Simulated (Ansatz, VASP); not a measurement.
Two plane-wave programs on Nb

The input INCAR:

```
SYSTEM = Nb
ALGO = Normal
EDIFF = 1E-6
ENCUT = 500
GGA_COMPAT = .False.
ISIF = 2
ISMEAR = -1
LASPH = .True.
LCHARG = .False.
LREAL = .False.
LWAVE = .False.
NBANDS = 12
NELM = 120
PREC = Accurate
SIGMA = 0.05
```

File KPOINTS:

```
k-points
0
Gamma
  11 11 11
  0 0 0
```

The input POSCAR:

```
Nb
1.0
   -1.6858465900      1.6858465900      1.6858465900
    1.6858465900     -1.6858465900      1.6858465900
    1.6858465900      1.6858465900     -1.6858465900
Nb
1
Direct
    0.0000000000      0.0000000000      0.0000000000
```

The input input.yaml:

```yaml
crystal:
  lattice:
    - [-1.68584659, 1.68584659, 1.68584659]
    - [1.68584659, -1.68584659, 1.68584659]
    - [1.68584659, 1.68584659, -1.68584659]
  atoms:
    - { symbol: Nb, position: [0.0, 0.0, 0.0] }
hamiltonian:
  xc: lda
  pseudopotentials: { kind: paw }
kpoints:
  mp_grid: { grid: [11, 11, 11] }
scf:
  occupations: { method: fermi_dirac, width: 0.05 }
output:
  forces: true
  stress: true
  eigenvalues: true
```

Alike in both runs: task single point; functional LDA; k mesh 11 × 11 × 11; occupations fermi-dirac, width 0.05 eV; no spin polarisation.

|  | VASP | Ansatz |
| --- | --- | --- |
| version | VASP 6.6.1 | Ansatz 0.2.0 |
| potentials or method | VASP PAW LDA potentials, release 64 (Nb_sv) | Ansatz PAW |
| plane-wave cutoff (eV) | 500 | 420 |
| valence electrons in the cell | 13 | 13 |

Ansatz gave:

```
gap on the k mesh at the Fermi level (eV) : none
pressure (GPa)                            : -16.9
```

**Question.** What did VASP give for the same quantities?

**Answer.** gap on the k mesh at the Fermi level (eV): none; pressure (GPa): -17.1.

LDA's correlation is that of Perdew and Zunger in VASP and of Perdew and Wang (1992) in Ansatz. A gap of «none» marks a metal or a gap that the smearing closes.
